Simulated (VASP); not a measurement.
A run of VASP 6.6.1:

File INCAR:

```
SYSTEM = TiSi2
  PREC = Accurate
  ENCUT = 520
  EDIFF = 1E-6
  ISMEAR = 0
  SIGMA = 0.15
  LREAL = .False.
  LASPH = .True.
  NELM = 100
  ALGO = Normal
  ISIF = 2
  LWAVE = .False.
  LCHARG = .True.
  LELF = .True.
  LVHAR = .True.
  NBANDS = 17
```

The input KPOINTS:

```
regular mesh
0
Gamma
  18 18 18
  0 0 0
```

POSCAR

```
TiSi2
1.0
   -1.4918812718      1.7290134802      4.2450369792
    1.4918812718     -1.7290134802      4.2450369792
    1.4918812718      1.7290134802     -4.2450369792
Ti Si
1 2
Direct
    0.0000000000      0.0000000000      0.0000000000
    0.3248867003      0.3248867003      0.0000000000
    0.6751132997      0.6751132997      0.0000000000
```

Potentials or basis: VASP PAW LDA potentials, release 64 (Ti_sv, Si).

Run with:

```bash
$ cat potpaw_LDA.64/Ti_sv/POTCAR potpaw_LDA.64/Si/POTCAR > POTCAR
$ mpirun -np 1 vasp_std > vasp.out
```

Hardware: 1 thread of Intel(R) Xeon(R) 6975P-C (Granite Rapids), with other jobs on the host.

Q: How long does it take, and how much memory?

A: It took 5.1 min on 1 thread of Intel(R) Xeon(R) 6975P-C (Granite Rapids), with other jobs on the host, peak memory 0.68 GiB. Counts: scf iterations 14, k points 865.
